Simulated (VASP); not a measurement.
Wanted: the native input for a VASP 6.6.1 run.

* Task: relaxation of the atoms
* Functional: LDA
* Potentials or basis: VASP PAW LDA potentials, release 64 (Ga_d, N)
* Cutoff: 520 eV
* k mesh: 8 × 8 × 4
* Occupations: gaussian, width 0.01 eV
* Spin: no spin polarisation
* Dipole correction: no
* Further INCAR settings: ALGO = Normal; EDIFF = 1e-07; IBRION = 2; EDIFFG = -0.002; NSW = 50

The structure of GaN lies in POSCAR:

```
GaN
1.0
    3.1518145673      0.0000000000      0.0000000000
   -1.5759072837      2.7295514833      0.0000000000
    0.0000000000      0.0000000000      5.1127057475
Ga N
2 2
Direct
    0.3333333333      0.6666666667     -0.0007042255
    0.6666666667      0.3333333333      0.4992957745
    0.3333333333      0.6666666667      0.3757042255
    0.6666666667      0.3333333333      0.8757042255
```

This cell differs from its parent crystal: z stretched by -0.5 %, x and y held.

The input as run:

INCAR

```
ALGO = Normal
EDIFF = 1E-7
EDIFFG = -0.002
ENCUT = 520
GGA = CA
GGA_COMPAT = F
IBRION = 2
ISIF = 2
ISMEAR = 0
LASPH = T
LCHARG = F
LREAL = F
LWAVE = F
NELM = 120
NELMIN = 4
NSW = 50
PREC = Accurate
SIGMA = 0.01
```

KPOINTS

```
k-points
0
Gamma
  8 8 4
```

Potentials or basis: VASP PAW LDA potentials, release 64 (Ga_d, N).

Run with:

```console
$ cat potpaw_LDA.64/Ga_d/POTCAR potpaw_LDA.64/N/POTCAR > POTCAR
$ mpirun -np 1 vasp_std > vasp.out
```

It gave:

- Energy gained by relaxing: 0.1 meV/atom
- Ionic steps: 3
- Pressure after relaxing: 2.2 GPa
- Band gap on the k mesh: 2.20 eV

Caveat: the cell differs from its parent crystal (z stretched by -0.5 %, x and y held).

Run time: 64 s on 1 thread of Oxide Virtual Turin-like Processor, with other jobs on the host, peak memory 0.12 GiB.
